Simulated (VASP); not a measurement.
SnS2:

```
Sn S
1.0
     3.66075    0.00000    0.00000
    -1.83038    3.17031    0.00000
     0.00000    0.00000    5.96178
Sn S
1 2
Direct
  0.00000 0.00000 0.00000
  0.33333 0.66667 0.24559
  0.66667 0.33333 0.75441
```

Base run:

| Quantity | Value |
| --- | --- |
| Program | VASP 6.6.1 |
| Functional | r2SCAN0 |
| Potentials or basis | VASP PAW PBE potentials, release 64 (Sn_d, S) |
| Cutoff | 440 eV |
| k mesh | 6 × 6 × 4 |
| Occupations | gaussian, width 0.01 eV |
| Spin | no spin polarisation |

Its results: band gap on the k mesh 3.31 eV (least direct gap 3.69 eV); pressure -1.5 GPa; largest force 0.392 eV/Å.

Question: The run is repeated on the same cell with these changes: functional from r2SCAN0 to HF; cutoff from 440 eV to 400 eV; share of exact exchange from 0.25 to 1. What comes out?

Answer: Band gap on the k mesh 8.37 eV (least direct gap 8.79 eV); pressure 0.4 GPa; largest force 0.884 eV/Å.

Caveats: the PAW data sets were made with another functional, which shifts forces and pressure a little; spin-orbit coupling is left out, which moves the levels of the heavy elements.

A k mesh can miss the band edges.
